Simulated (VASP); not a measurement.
Runs of VASP 6.6.1 on GaSb. Symmetry: Immm, No. 71, orthorhombic system. The conventional cell has a = 3.112 Å, b = 5.350 Å, c = 5.787 Å, α = 90.00°, β = 90.00°, γ = 90.00°. Within 3.8 Å of Ga (site symmetry mmm) lie 6 Sb at 2.89 to 3.09 Å and 2 Ga at 3.11 Å. Within 3.8 Å of Sb (site symmetry mmm) lie 6 Ga at 2.89 to 3.09 Å and 2 Sb at 3.11 Å. 

```tsv
k mesh	gap on the mesh (eV)	pressure (GPa)
3 × 3 × 3	none	-3.0
4 × 4 × 4	none	(a)
6 × 6 × 6	none	-1.6
8 × 8 × 8	none	-1.9
```

Alike in all rows: task single point; level r2SCAN; potentials or basis VASP PAW PBE potentials, release 64 (Ga_d, Sb); no spin polarisation; cell as given; cutoff (eV) 520; smearing fermi-dirac 0.05 eV.

Task: Estimate the missing entries.

Result: (a) -2.9.

Caveats: some runs use coarse meshes; the PAW data sets were made with another functional, which shifts forces and pressure a little; spin-orbit coupling is left out, which moves the levels of the heavy elements.

A k mesh can miss the band edges, and the runs leave out spin-orbit coupling on Ga, Sb.

A gap of «none» marks levels without a gap at the run's occupations.
